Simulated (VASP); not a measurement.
A run of VASP 6.6.1:

The input INCAR:

```
PREC = Accurate
ENCUT = 520
EDIFF = 1E-6
ISMEAR = 0
SIGMA = 0.02
LREAL = F
LASPH = T
NELM = 100
ALGO = Normal
ISIF = 2
LWAVE = F
LCHARG = F
GGA = PS
IVDW = 12
NBANDS = 35
```

KPOINTS

```
Automatic mesh
0
Gamma
  12 12 4
```

The input POSCAR:

```
WS2
1.0
    3.1147415266      0.0000000029      0.0000000000
   -1.5573707658      2.6974452868      0.0000000000
    0.0000000000      0.0000000000     11.7723510731
W S
2 4
Direct
    0.6666666667      0.3333333333      0.2500000000
    0.3333333333      0.6666666667      0.7500000000
    0.6666666667      0.3333333333      0.6164530649
    0.3333333333      0.6666666667      0.3835469351
    0.6666666667      0.3333333333      0.8835469351
    0.3333333333      0.6666666667      0.1164530649
```

Potentials or basis: VASP PAW PBE potentials, release 64 (W_sv, S).

Run with:

```bash
$ cat potpaw_PBE.64/W_sv/POTCAR potpaw_PBE.64/S/POTCAR > POTCAR
$ mpirun -np 1 vasp_std > vasp.out
```

Hardware: 1 thread of Intel(R) Xeon(R) 6975P-C (Granite Rapids), on a shared host.

Problem. Estimate the wall time of this run.

Solution. Run time: 2.7 min on 1 thread of Intel(R) Xeon(R) 6975P-C (Granite Rapids) (shared host), peak memory 0.32 GiB. Counts: scf iterations 14, k points 57.
